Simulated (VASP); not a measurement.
# Al (P6_3/mmc) in VASP: notebook

Al is run at these levels: PBE+D3(BJ); tasks: single point.

All numbers are computed with VASP 6.6.1; they aren't measurements. Logs are shortened: lines on timing, memory, paths and dates and some standing lists are left out, and cuts for length are marked.

### 1 The cell of the first run

Symmetry: P6_3/mmc, No. 194, hexagonal system. The conventional cell has a = 2.921 Å, b = 2.921 Å, c = 8.994 Å, α = 90.00°, β = 90.00°, γ = 120.00°. Within 3.7 Å of Al (site symmetry -3m) lie 12 Al at 2.81 to 2.92 Å. Al (site symmetry -6m2) has 12 Al at 2.81 to 2.92 Å within 3.7 Å.

This isn't the form of Al at room conditions, which is fcc.

### 2 Single point, PBE+D3(BJ) (16.61 Å³/atom)

The input, INCAR:

```
PREC     = Accurate       # precision mode
ENCUT    = 520            # plane-wave cutoff, eV
EDIFF    = 1E-7           # SCF threshold, eV
ISMEAR   = 0              # smearing method
SIGMA    = 0.15           # smearing width, eV
LREAL    = False          # projectors in reciprocal space
LASPH    = True           # aspherical terms in the spheres
NELM     = 80             # most SCF steps
ALGO     = Normal         # electronic algorithm
ISIF     = 2              # what is computed and relaxed
LWAVE    = False          # write WAVECAR
LCHARG   = False          # write CHGCAR
GGA      = PE             # functional
IVDW     = 12             # dispersion correction
NBANDS   = 14             # bands
```

The input, KPOINTS:

```
Automatic mesh
0
Gamma
  18 18 6
```

The input, POSCAR:

```
Al
1.0
    2.9209033575      0.0000000000      0.0000000000
   -1.4604516788      2.5295765096      0.0000000000
    0.0000000000      0.0000000000      8.9943377088
Al
4
Direct
    0.0000000000      0.0000000000      0.0000000000
    0.3333333333      0.6666666667      0.2500000000
    0.0000000000      0.0000000000      0.5000000000
    0.6666666667      0.3333333333      0.7500000000
```

Potentials or basis: VASP PAW PBE potentials, release 64 (Al).

Started as:

```sh
$ cat potpaw_PBE.64/Al/POTCAR > POTCAR
$ mpirun -np 1 vasp_std > vasp.out
```

OUTCAR:

```text
PREC = Accurate
   ENCUT = 520
   EDIFF = 1E-7
   ISMEAR = 0
   LREAL = False
   LASPH = True
   NELM = 80
   ISIF = 2
   GGA = PE
   IVDW = 12
 IVDW          = 12

 ion  position               nearest neighbor table
   1  0.000  0.000  0.000-   2 2.81   4 2.81   4 2.81   2 2.81   4 2.81   2 2.81
   2  0.333  0.667  0.250-   1 2.81   3 2.81   1 2.81   3 2.81   1 2.81   3 2.81
   3  0.000  0.000  0.500-   2 2.81   4 2.81   4 2.81   2 2.81   4 2.81   2 2.81
   4  0.667  0.333  0.750-   1 2.81   3 2.81   1 2.81   3 2.81   1 2.81   3 2.81

  LATTYP: Found a hexagonal cell.
 ALAT       =     2.9209033575
 C/A-ratio  =     3.0793000000

  Lattice vectors:

 A1 = (   2.9209033575,   0.0000000000,   0.0000000000)
 A2 = (  -1.4604516788,   2.5295765096,   0.0000000000)
 A3 = (   0.0000000000,   0.0000000000,   8.9943377088)

Analysis of symmetry for initial positions (statically):
=====================================================================
 Subroutine PRICEL returns:
 Original cell was already a primitive cell.

 Routine SETGRP: Setting up the symmetry group for a
 hexagonal supercell.

 Subroutine GETGRP returns: Found 24 space group operations
 (whereof 12 operations were pure point group operations)
 out of a pool of 24 trial point group operations.

The static configuration has the point symmetry D_3d.
 The point group associated with its full space group is D_6h.

Analysis of symmetry for dynamics (positions and initial velocities):
=====================================================================
 Subroutine PRICEL returns:
 Original cell was already a primitive cell.

 Routine SETGRP: Setting up the symmetry group for a
 hexagonal supercell.

 Subroutine GETGRP returns: Found 24 space group operations
 (whereof 12 operations were pure point group operations)
 out of a pool of 24 trial point group operations.

The dynamic configuration has the point symmetry D_3d.
 The point group associated with its full space group is D_6h.

 Subroutine INISYM returns: Found 24 space group operations
 (whereof 12 operations are pure point group operations),
 and found     1 'primitive' translations

----------------------------------------------------------------------------------------

                                     Primitive cell

  volume of cell :      66.4560

  direct lattice vectors                    reciprocal lattice vectors
     2.920903357  0.000000000  0.000000000     0.342359838  0.197661545  0.000000000
    -1.460451679  2.529576510  0.000000000     0.000000000  0.395323089  0.000000000
     0.000000000  0.000000000  8.994337709     0.000000000  0.000000000  0.111181060

  length of vectors
     2.920903357  2.920903358  8.994337709     0.395323089  0.395323089  0.111181060

  position of ions in fractional coordinates (direct lattice)
     0.000000000  0.000000000  0.000000000
     0.333333333  0.666666667  0.250000000
     0.000000000  0.000000000  0.500000000
     0.666666667  0.333333333  0.750000000

  ion indices of the primitive-cell ions
   primitive index   ion index
                 1           1
                 2           2
                 3           3
                 4           4

----------------------------------------------------------------------------------------

 KPOINTS: Automatic mesh

Automatic generation of k-mesh.
 Grid dimensions read from file:
 generate k-points for:   18   18    6

 Generating k-lattice:

  Cartesian coordinates                     Fractional coordinates (reciprocal lattice)
     0.019019991  0.010981197  0.000000000     0.055555556  0.000000000  0.000000000
     0.000000000  0.021962394  0.000000000     0.000000000  0.055555556  0.000000000
     0.000000000  0.000000000  0.018530177     0.000000000  0.000000000  0.166666667

  Length of vectors
     0.021962394  0.021962394  0.018530177

  Shift w.r.t. Gamma in fractional coordinates (k-lattice)
     0.000000000  0.000000000  0.000000000

 Subroutine IBZKPT returns following result:
 ===========================================

[... 44 lines left out ...]

 Free energy of the ion-electron system (eV)
  ---------------------------------------------------
  ext. energy  EPLUGINS =         0.00000000
  ---------------------------------------------------
  free energy    TOTEN  =       -14.90185754 eV

  energy without entropy =      -14.88406124  energy(sigma->0) =      -14.89295939

 E-fermi :   7.9366     XC(G=0): -10.1708

 val. band max:        7.9198636851   @ k =   0.2222   0.2222   0.5000
 cond. band min:       7.9368451068   @ k =   0.3333   0.1667   0.0000
 fundamental gap:      0.0169814217
 Fermi energy:         7.9365634476

 k-point     1 :       0.0000    0.0000    0.0000
  band No.  band energies     occupation
      1      -3.1626      2.00000
      2      -1.3452      2.00000
      3      -1.3434      2.00000
      4       3.6971      2.00000
      5       4.2903      2.00000
      6      12.4707      0.00000
      7      12.4959      0.00000
      8      17.6135      0.00000
      9      17.6135      0.00000
     10      17.9081      0.00000
     11      17.9081      0.00000
     12      19.0624      0.00000
     13      19.0626      0.00000
     14      19.3096      0.00000

 k-point     2 :       0.0556    0.0000    0.0000
  band No.  band energies     occupation
      1      -3.0912      2.00000
      2      -1.2747      2.00000
      3      -1.2730      2.00000
      4       3.7627      2.00000
      5       4.3599      2.00000
      6      12.5183      0.00000
      7      12.5513      0.00000
      8      16.1879      0.00000
      9      16.7237      0.00000
     10      17.6215      0.00000
     11      17.7624      0.00000
     12      18.1900      0.00000
     13      18.2065      0.00000
     14      18.2877      0.00000
[... 343 lines left out ...]
      1       0.5008      2.00000
      2       2.2631      2.00000
      3       2.2708      2.00000
      4       5.3839      2.00000
      5       6.8100      2.00000
      6       7.0947      2.00000
      7       7.5063      1.99995
      8       8.0682      0.21445
      9      10.2747      0.00000
     10      11.6064      0.00000
     11      11.9786      0.00000
     12      12.2965      0.00000
     13      12.9786      0.00000
     14      15.8947      0.00000

 k-point    24 :       0.3889    0.1111    0.0000
  band No.  band energies     occupation
      1       1.5386      2.00000
      2       3.2649      2.00000
      3       3.2902      2.00000
      4       4.0046      2.00000
      5       5.7362      2.00000
      6       5.7976      2.00000
      7       8.1534      0.04089
      8       8.8530      0.00000
      9      10.0523      0.00000
     10      10.4822      0.00000
     11      11.4422      0.00000
     12      11.8849      0.00000
     13      12.1102      0.00000
     14      16.2579      0.00000

 [... further k-points ...]

------------------------ aborting loop because EDIFF is reached ----------------------------------------

 Edisp (eV)   -1.33583

 E8    (eV) :    -0.5973

  FORCE on cell =-STRESS in cart. coord.  units (eV):
  Direction    XX          YY          ZZ          XY          YZ          ZX
  --------------------------------------------------------------------------------------
  -------------------------------------------------------------------------------------
  Total      -1.86779    -1.86779    -0.33086     0.00000     0.00000     0.00000
  in kB     -45.03018   -45.03018    -7.97661     0.00000     0.00000     0.00000
  external pressure =      -32.68 kB  Pullay stress =        0.00 kB

 VOLUME and BASIS-vectors are now :
 -----------------------------------------------------------------------------
  energy-cutoff  :      520.00
  volume of cell :       66.46
      direct lattice vectors                 reciprocal lattice vectors
     2.920903357  0.000000000  0.000000000     0.342359838  0.197661545  0.000000000
    -1.460451679  2.529576510  0.000000000     0.000000000  0.395323089  0.000000000
     0.000000000  0.000000000  8.994337709     0.000000000  0.000000000  0.111181060

 POSITION                                       TOTAL-FORCE (eV/Angst)
 -----------------------------------------------------------------------------------
      0.00000      0.00000      0.00000         0.000000      0.000000      0.000000
     -0.00000      1.68638      2.24858        -0.000000      0.000000      0.000000
      0.00000      0.00000      4.49717         0.000000      0.000000      0.000000
      1.46045      0.84319      6.74575        -0.000000     -0.000000     -0.000000
 -----------------------------------------------------------------------------------
    total drift:                               -0.000000      0.000000      0.000000

  FREE ENERGIE OF THE ION-ELECTRON SYSTEM (eV)
  ---------------------------------------------------
  free  energy   TOTEN  =       -16.2376904630 eV

  energy  without entropy=      -16.2198941696  energy(sigma->0) =      -16.22879232
```

Run time: 38 s. Hardware: 1 thread of Intel Xeon 6975P-C (Granite Rapids), shared host; peak memory 0.25 GiB.

What came out:

| Quantity | Value |
| --- | --- |
| Free energy | -16.2377 eV |
| Pressure | -3.3 GPa |
| Band gap on the k mesh | zero (bands 6 and 7 overlap by 6.39 eV) |
| Dispersion energy per atom | -0.334 eV |

Levels at points of the mesh, in eV from the Fermi level:
```
           k point  band 3  band 4  band 5  band 6  band 7  band 8  band 9  band 10
(0.00, 0.00, 0.00)   -9.28   -4.24   -3.65    4.53    4.56    9.68    9.68     9.97
(0.50, 0.00, 0.00)   -4.00   -3.87   -3.49   -3.32    0.90    1.39    1.81     2.05
(0.00, 0.00, 0.50)   -7.04   -7.04   -0.05   -0.05    9.63    9.63   10.01    10.01
(0.50, 0.00, 0.50)   -4.91   -4.91   -1.81   -1.81   -1.13   -1.13    5.03     5.03
```

Caveat: the cell stands under tension.

### 3 Single point, PBE+D3(BJ) (16.61 Å³/atom)

The input, INCAR:

```
ALGO = Normal ; EDIFF = 1E-7
ENCUT = 520 ; GGA = PE
ISIF = 2 ; ISMEAR = 0
IVDW = 12 ; LASPH = T
LCHARG = F ; LREAL = F
LWAVE = F ; NBANDS = 14
NELM = 100 ; PREC = Accurate
SIGMA = 0.15
```

The input, KPOINTS:

```
k-points
0
Gamma
  18 18 6
```

The input, POSCAR:

```
Al
1.0
    2.7986295912      0.0000000000      0.0000000000
   -1.3993147956      2.4236843218      0.0000000000
    0.0000000000      0.0000000000      9.7974424728
Al
4
Direct
    0.0000000000      0.0000000000      0.0000000000
    0.3333333333      0.6666666667      0.2500000000
    0.0000000000      0.0000000000      0.5000000000
    0.6666666667      0.3333333333      0.7500000000
```

Potentials or basis: VASP PAW PBE potentials, release 64 (Al).

Started as:

```sh
$ cat potpaw_PBE.64/Al/POTCAR > POTCAR
$ mpirun -np 1 vasp_std > vasp.out
```

Run time: 42 s. Hardware: 1 thread of Intel Xeon 6975P-C (Granite Rapids), shared host; peak memory 0.26 GiB.

The run converged. Its results:

| Quantity | Value |
| --- | --- |
| Free energy | -16.2392 eV |
| Pressure | -3.1 GPa |
| Band gap on the k mesh | zero (bands 6 and 7 overlap by 4.45 eV) |
| Dispersion energy per atom | -0.334 eV |

Stress tensor (GPa, compression positive):
```
-1.83  0.00  0.00
 0.00 -1.83  0.00
 0.00  0.00 -5.74
```

Levels at points of the mesh, in eV from the Fermi level:
```csv
k point,band 4,band 5,band 6,band 7,band 8,band 9
"(0.00, 0.00, 0.00)",-5.19,-4.88,2.21,2.21,11.04,11.72
"(0.50, 0.00, 0.00)",-3.74,-3.12,-3.09,0.73,0.84,1.12
"(0.00, 0.00, 0.50)",-7.65,-1.73,-1.73,6.71,6.71,12.01
"(0.50, 0.00, 0.50)",-4.53,-1.86,-1.86,-1.23,-1.23,3.93
```

Caveat: the cell stands under tension.

### 4 Single point, PBE+D3(BJ) (16.61 Å³/atom)

The input, INCAR:

```
SYSTEM = Al
ALGO     = Fast           ! electronic algorithm
EDIFF    = 1E-6           ! SCF threshold, eV
ENCUT    = 520            ! plane-wave cutoff, eV
GGA      = PE             ! functional
ISIF     = 2              ! what is computed and relaxed
ISMEAR   = 0              ! smearing method
IVDW     = 12             ! dispersion correction
LASPH    = .True.         ! aspherical terms in the spheres
LCHARG   = .False.        ! write CHGCAR
LREAL    = .False.        ! projectors in reciprocal space
LWAVE    = .False.        ! write WAVECAR
NBANDS   = 14             ! bands
NELM     = 100            ! most SCF steps
PREC     = Accurate       ! precision mode
SIGMA    = 0.15           ! smearing width, eV
```

The input, KPOINTS:

```
k-points
0
Gamma
  18 18 6
  0 0 0
```

The input, POSCAR:

```
Al
1.0
    2.8287103448      0.0000000000      0.0000000000
   -1.4143551724      2.4497350185      0.0000000000
    0.0000000000      0.0000000000      9.5901766820
Al
4
Direct
    0.0000000000      0.0000000000      0.0000000000
    0.3333333333      0.6666666667      0.2500000000
    0.0000000000      0.0000000000      0.5000000000
    0.6666666667      0.3333333333      0.7500000000
```

Started as:

```sh
$ cat potpaw_PBE.64/Al/POTCAR > POTCAR
$ mpirun -np 1 vasp_std > vasp.out
```

It took 41 s on 1 thread of Intel Xeon 6975P-C (Granite Rapids), shared host; peak memory 0.26 GiB.

It converged, with:

| Quantity | Value |
| --- | --- |
| Free energy | -16.2656 eV |
| Pressure | -3.5 GPa |
| Band gap on the k mesh | zero (bands 6 and 7 overlap by 4.86 eV) |
| Dispersion energy per atom | -0.334 eV |

Stress tensor (GPa, compression positive):
```
-2.68  0.00  0.00
 0.00 -2.68  0.00
 0.00  0.00 -5.17
```

Levels at points of the mesh, in eV from the Fermi level:
| k point | band 2 | band 3 | band 4 | band 5 | band 6 | band 7 | band 8 | band 9 | band 10 | band 11 |
| --- | --- | --- | --- | --- | --- | --- | --- | --- | --- | --- |
| (0.00, 0.00, 0.00) | -9.48 | -9.48 | -4.82 | -4.74 | 2.75 | 2.76 | 11.20 | 11.20 | 11.34 | 11.34 |
| (0.50, 0.00, 0.00) | -5.02 | -3.83 | -3.78 | -3.23 | -3.16 | 0.83 | 0.98 | 1.27 | 1.34 | 6.02 |
| (0.00, 0.00, 0.50) | -10.68 | -7.51 | -7.51 | -1.34 | -1.34 | 7.42 | 7.42 | 11.51 | 11.51 | 11.51 |
| (0.50, 0.00, 0.50) | -4.71 | -4.64 | -4.64 | -1.86 | -1.86 | -1.22 | -1.22 | 4.20 | 4.20 | 4.49 |

Caveat: the cell stands under tension.

### 5 Single point, PBE+D3(BJ) (16.61 Å³/atom)

The input, INCAR:

```
SYSTEM = Al
PREC = Accurate ; ENCUT = 520
EDIFF = 1E-6 ; ISMEAR = 0
SIGMA = 0.15 ; LREAL = .False.
LASPH = .True. ; NELM = 100
ALGO = Fast ; ISIF = 2
LWAVE = .False. ; LCHARG = .False.
GGA = PE ; IVDW = 12
NBANDS = 14
```

The input, KPOINTS:

```
Automatic mesh
0
Gamma
  18 18 6
  0 0 0
```

The input, POSCAR:

```
Al
1.0
    2.8898311824      0.0000000000      0.0000000000
   -1.4449155912      2.5026672166      0.0000000000
    0.0000000000      0.0000000000      9.1887962106
Al
4
Direct
    0.0000000000      0.0000000000      0.0000000000
    0.3333333333      0.6666666667      0.2500000000
    0.0000000000      0.0000000000      0.5000000000
    0.6666666667      0.3333333333      0.7500000000
```

Started as:

```sh
$ cat potpaw_PBE.64/Al/POTCAR > POTCAR
$ mpirun -np 1 vasp_std > vasp.out
```

Wall time 45 s (1 thread of Intel Xeon 6975P-C (Granite Rapids), shared host); peak memory 0.25 GiB.

Results (log left out):

```yaml
Free_energy: -16.2649 eV
Pressure: -3.6 GPa
Band_gap_on_the_k_mesh: zero (bands 6 and 7 overlap by 5.85 eV)
Dispersion_energy_per_atom: -0.334 eV
```

Stress tensor (GPa, compression positive):
```
-4.46  0.00  0.00
 0.00 -4.46  0.00
 0.00  0.00 -1.91
```

Levels at points of the mesh, in eV from the Fermi level:
| k point | band 4 | band 5 | band 6 | band 7 | band 8 | band 9 |
| --- | --- | --- | --- | --- | --- | --- |
| (0.00, 0.00, 0.00) | -4.42 | -4.04 | 3.92 | 3.94 | 10.18 | 10.18 |
| (0.50, 0.00, 0.00) | -3.84 | -3.40 | -3.27 | 0.86 | 1.34 | 1.53 |
| (0.00, 0.00, 0.50) | -7.20 | -0.50 | -0.50 | 8.89 | 8.89 | 10.51 |
| (0.50, 0.00, 0.50) | -4.82 | -1.83 | -1.83 | -1.17 | -1.17 | 4.81 |

Caveat: the cell stands under tension.

### 6 Single point, PBE+D3(BJ) (16.87 Å³/atom)

This run uses another cell than the first one, of 16.87 Å³/atom.

The input, INCAR:

```
SYSTEM = Al
PREC = Accurate
ENCUT = 520
EDIFF = 1E-6
ISMEAR = 0
SIGMA = 0.15
LREAL = .FALSE.
LASPH = .TRUE.
NELM = 100
ALGO = Normal
ISIF = 2
LWAVE = .FALSE.
LCHARG = .TRUE.
GGA = PE
IVDW = 12
LELF = .TRUE.
LVHAR = .TRUE.
NBANDS = 14
```

The input, KPOINTS:

```
regular mesh
0
G
  18 18 6
  0 0 0
```

The input, POSCAR:

```
Al
1.0
    2.8889998385      0.0000000000      0.0000000000
   -1.4444999192      2.5019472516      0.0000000000
    0.0000000000      0.0000000000      9.3346473780
Al
4
Direct
    0.0000000000      0.0000000000      0.0000000000
    0.3333333333      0.6666666667      0.2500000000
    0.0000000000      0.0000000000      0.5000000000
    0.6666666667      0.3333333333      0.7500000000
```

Potentials or basis: VASP PAW PBE potentials, release 64 (Al).

Started as:

```sh
$ cat potpaw_PBE.64/Al/POTCAR > POTCAR
$ mpirun -np 1 vasp_std > vasp.out
```

Wall time 35 s (1 thread of Intel Xeon 6975P-C (Granite Rapids), shared host); peak memory 0.25 GiB.

It converged, with:

| Item | Value |
| --- | --- |
| Free energy | -16.2477 eV |
| Pressure | -4.7 GPa |
| Band gap on the k mesh | zero (bands 6 and 7 overlap by 5.56 eV) |
| Dispersion energy per atom | -0.329 eV |

Stress tensor (GPa, compression positive):
```
-5.16  0.00  0.00
 0.00 -5.16  0.00
 0.00  0.00 -3.70
```

Levels at points of the mesh, in eV from the Fermi level:
```tsv
k point	band 3	band 4	band 5	band 6	band 7	band 8	band 9	band 10
(0.00, 0.00, 0.00)	-9.29	-4.45	-4.22	3.59	3.60	10.32	10.32	10.56
(0.50, 0.00, 0.00)	-3.87	-3.77	-3.35	-3.22	0.85	1.33	1.35	1.65
(0.00, 0.00, 0.50)	-7.21	-7.21	-0.71	-0.71	8.44	8.44	10.63	10.63
(0.50, 0.00, 0.50)	-4.73	-4.73	-1.82	-1.82	-1.18	-1.18	4.60	4.60
```

Caveat: the cell stands under tension.

### 7 The runs side by side

```csv
cell,gap on the mesh (eV),pressure (GPa)
"a = 2.921, b = 2.921, c = 8.994 Å, angles 90.0, 90.0, 120.0°, 4 atoms",none,-3.3
"a = 2.799, b = 2.799, c = 9.797 Å, angles 90.0, 90.0, 120.0°, 4 atoms",none,-3.1
"a = 2.829, b = 2.829, c = 9.590 Å, angles 90.0, 90.0, 120.0°, 4 atoms",none,-3.5
"a = 2.890, b = 2.890, c = 9.189 Å, angles 90.0, 90.0, 120.0°, 4 atoms",none,-3.6
"a = 2.889, b = 2.889, c = 9.335 Å, angles 90.0, 90.0, 120.0°, 4 atoms",none,-4.7
```

Alike in all rows: task single point; level PBE+D3(BJ); potentials or basis VASP PAW PBE potentials, release 64 (Al); no spin polarisation; k mesh 18 × 18 × 6; cutoff (eV) 520; smearing gaussian 0.15 eV.

Caveats: the cell stands under tension.

Absolute energies hang on the potentials; compare differences alone.
